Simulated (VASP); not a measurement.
Runs of VASP 6.6.1 on NaCl. The structure is that of space group Fm-3m (No. 225), or close to it. The cells are those of the table. 

```csv
level,cell,smearing,gap on the mesh (eV),pressure (GPa)
r2SCAN,"a = 4.193 Å, angles 60.0°, 2 atoms",gaussian 0.01 eV,(a),-3.2
PBE,"a = 4.193 Å, angles 60.0°, 2 atoms",fermi-dirac 0.02 eV,4.58,-2.2
PBE,"a = 4.066, b = 4.066, c = 3.964 Å, angles 60.8, 60.8, 58.3°, 2 atoms",fermi-dirac 0.02 eV,4.97,(c)
r2SCAN,"a = 4.066, b = 4.066, c = 3.964 Å, angles 60.8, 60.8, 58.3°, 2 atoms",gaussian 0.01 eV,5.78,(b)
```

Alike in all rows: task single point; potentials or basis VASP PAW PBE potentials, release 64 (Na_pv, Cl); no spin polarisation; k mesh 8 × 8 × 8; cutoff (eV) 520.

**Question.** Estimate the missing entries.

**Answer.** (a) 5.36; (b) -1.3; (c) 0.1.

Caveats: the PAW data sets were made with another functional, which shifts forces and pressure a little (at least some runs); the cell stands under tension (at least some runs).

A k mesh can miss the band edges.
